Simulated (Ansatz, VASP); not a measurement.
Ta2N: VASP beside Ansatz

File INCAR:

```
SYSTEM = Ta2N
PREC     = Accurate       ! precision mode
ENCUT    = 520            ! plane-wave cutoff, eV
EDIFF    = 1E-6           ! SCF threshold, eV
ISMEAR   = 0              ! smearing method
SIGMA    = 0.15           ! smearing width, eV
LREAL    = .FALSE.        ! projectors in reciprocal space
LASPH    = .TRUE.         ! aspherical terms in the spheres
NELM     = 60             ! most SCF steps
ALGO     = Normal         ! electronic algorithm
ISIF     = 2              ! what is computed and relaxed
LWAVE    = .FALSE.        ! write WAVECAR
LCHARG   = .FALSE.        ! write CHGCAR
NBANDS   = 50             ! bands
```

File KPOINTS:

```
regular mesh
0
G
  9 9 8
  0 0 0
```

POSCAR

```
Ta2N
1.0
    5.2641495424      0.0000000000      0.0000000000
   -2.6320747712      4.5588872330      0.0000000000
    0.0000000000      0.0000000000      4.8182760762
Ta N
6 3
Direct
    0.6669289619      0.6669289619      0.7526041962
    0.0000000000      0.3330710381      0.7526041962
    0.3330710381      0.0000000000      0.7526041962
    0.3330710381      0.3330710381      0.2473958038
    0.0000000000      0.6669289619      0.2473958038
    0.6669289619      0.0000000000      0.2473958038
    0.6666666667      0.3333333333      0.5000000000
    0.3333333333      0.6666666667      0.5000000000
    0.0000000000      0.0000000000      0.0000000000
```

Input for Ansatz:

```yaml
crystal:
  lattice:
    - [5.2641495424, 0.0, 0.0]
    - [-2.6320747712, 4.558887233, 0.0]
    - [0.0, 0.0, 4.8182760762]
  atoms:
    - { symbol: Ta, position: [0.6669289619, 0.6669289619, 0.7526041962] }
    - { symbol: Ta, position: [0.0, 0.3330710381, 0.7526041962] }
    - { symbol: Ta, position: [0.3330710381, 0.0, 0.7526041962] }
    - { symbol: Ta, position: [0.3330710381, 0.3330710381, 0.2473958038] }
    - { symbol: Ta, position: [0.0, 0.6669289619, 0.2473958038] }
    - { symbol: Ta, position: [0.6669289619, 0.0, 0.2473958038] }
    - { symbol: "N", position: [0.6666666667, 0.3333333333, 0.5] }
    - { symbol: "N", position: [0.3333333333, 0.6666666667, 0.5] }
    - { symbol: "N", position: [0.0, 0.0, 0.0] }
basis:
  ecutwfc: 520.0
kpoints:
  mp_grid: { grid: [9, 9, 8] }
hamiltonian:
  xc: lda
  pseudopotentials: { kind: paw, azcp: { folder: soft_1 } }
scf:
  occupations: { method: gaussian, width: 0.15 }
output:
  forces: true
  stress: true
  eigenvalues: true
```

Alike in both runs: task single point; functional LDA; k mesh 9 × 9 × 8; occupations gaussian, width 0.15 eV; no spin polarisation.

|  | VASP | Ansatz |
| --- | --- | --- |
| version | VASP 6.6.1 | Ansatz 0.2.0 |
| potentials or method | VASP PAW LDA potentials, release 64 (Ta_pv, N), cutoff 520 eV | scalar-relativistic, plane waves, PAW |
| valence electrons in the cell | 81 | 93 |

|  | VASP | Ansatz | Ansatz less VASP |
| --- | --- | --- | --- |
| gap on the k mesh at the Fermi level (eV) | none | none | - |
| pressure (GPa) | 1.7 | 0.2 | -1.59 |
| traceless stress, the component that is largest in VASP (GPa) | 3.93 | 3.92 | -0.015 |
| rms of the force components (eV/Å) | 0.010 | 0.016 | +0.0060 |

Ansatz warns that its potentials were made for another functional, while VASP's fit it. LDA's correlation is that of Perdew and Zunger in VASP and of Perdew and Wang (1992) in Ansatz. Atom by atom the forces differ by 0.007 eV/Å (rms over components). A gap of «none» marks a metal or a gap that the smearing closes. VASP's potentials hold 81 valence electrons a cell and Ansatz's 93, so a difference there can come from the potentials and not from the codes.

Spin-orbit coupling is off throughout.
